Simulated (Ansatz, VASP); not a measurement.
# One calculation of Te2Mo, two programs

```
Te Mo
1.0
     3.56023    0.00000    0.00000
    -1.78012    3.08325    0.00000
     0.00000    0.00000   18.22502
Te Mo
2 1
Direct
  0.33333 0.66667 0.89786
  0.33333 0.66667 0.10214
  0.00000 0.00000 0.00000
```

Change from the starting cell: strain +0.0400 x Voigt [0, 0, 1, 0, 0, 0], atoms carried along.

Alike in both runs: task single point; functional r2SCAN; k mesh 12 × 12 × 2; occupations gaussian, width 0.05 eV; no spin polarisation.

|  | VASP | Ansatz |
| --- | --- | --- |
| version | VASP 6.6.1 | Ansatz 0.2.0 |
| potentials or method | VASP PAW PBE potentials, release 64 (Te, Mo_sv), cutoff 520 eV | scalar-relativistic, plane waves, PAW |
| valence electrons in the cell | 26 | 46 |

|  | VASP | Ansatz | Ansatz less VASP |
| --- | --- | --- | --- |
| gap on the k mesh at the Fermi level (eV) | 1.19 | 1.19 | -0.002 |
| least direct gap on the mesh (eV) | 1.19 | 1.19 | -0.002 |
| rms of the force components (eV/Å) | 0.429 | 0.439 | +0.0099 |

VASP's potentials were made for PBE, not for r2SCAN. Atom by atom the forces differ by 0.010 eV/Å (rms over components). VASP's potentials hold 26 valence electrons a cell and Ansatz's 46, so a difference there can come from the potentials and not from the codes.

Spin-orbit coupling is off throughout.
